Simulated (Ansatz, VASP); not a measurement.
## Two plane-wave programs on AlIr

The input INCAR:

```
  PREC = Accurate
  ENCUT = 500
  EDIFF = 1E-6
  ISMEAR = -1
  SIGMA = 0.0816
  LREAL = False
  LASPH = True
  NELM = 120
  ALGO = Normal
  ISIF = 2
  LWAVE = False
  LCHARG = False
  NBANDS = 20
  GGA_COMPAT = False
```

KPOINTS

```
Automatic mesh
0
Gamma
  7 7 7
```

The input POSCAR:

```
AlIr
1.0
    0.0000000000      2.9945548500      2.9945548500
    2.9945548500      0.0000000000      2.9945548500
    2.9945548500      2.9945548500      0.0000000000
Al Ir
2 2
Direct
    0.0000000000      0.0000000000      0.0000000000
    0.5000000000      0.5000000000      0.5000000000
    0.2500000000      0.2500000000      0.2500000000
    0.7500000000      0.7500000000      0.7500000000
```

Input for Ansatz:

```yaml
crystal:
  lattice:
    - [0.0, 2.99455485, 2.99455485]
    - [2.99455485, 0.0, 2.99455485]
    - [2.99455485, 2.99455485, 0.0]
  atoms:
    - { symbol: Al, position: [0.0, 0.0, 0.0] }
    - { symbol: Al, position: [0.5, 0.5, 0.5] }
    - { symbol: Ir, position: [0.25, 0.25, 0.25] }
    - { symbol: Ir, position: [0.75, 0.75, 0.75] }
kpoints:
  mp_grid: { grid: [7, 7, 7] }
scf:
  occupations: { method: fermi_dirac, width: 0.0816 }
hamiltonian:
  xc: lda
  pseudopotentials: { kind: paw }
output:
  forces: true
  stress: true
  eigenvalues: true
  core_levels:
    shells: { Ir: ["4d"] }
    counted_from: fermi_level
    add_spin: always
```

Alike in both runs: task single point; functional LDA; k mesh 7 × 7 × 7; occupations fermi-dirac, width 0.0816 eV; no spin polarisation.

```csv
,VASP,Ansatz
version,VASP 6.6.1,Ansatz 0.2.0
potentials or method,"VASP PAW LDA potentials, release 64 (Al, Ir)","PAW with Ansatz's default frozen-core files, scalar-relativistic"
plane-wave cutoff (eV),500,420
valence electrons in the cell,24,40
```

Ansatz gave:

- pressure (GPa): -6.1

What did VASP give for the same quantities?

Pressure (GPa): -5.0.

LDA's correlation is that of Perdew and Zunger in VASP and of Perdew and Wang (1992) in Ansatz. VASP's potentials hold 24 valence electrons a cell and Ansatz's 40, so a difference there can come from the potentials and not from the codes.

Spin-orbit coupling is off throughout.
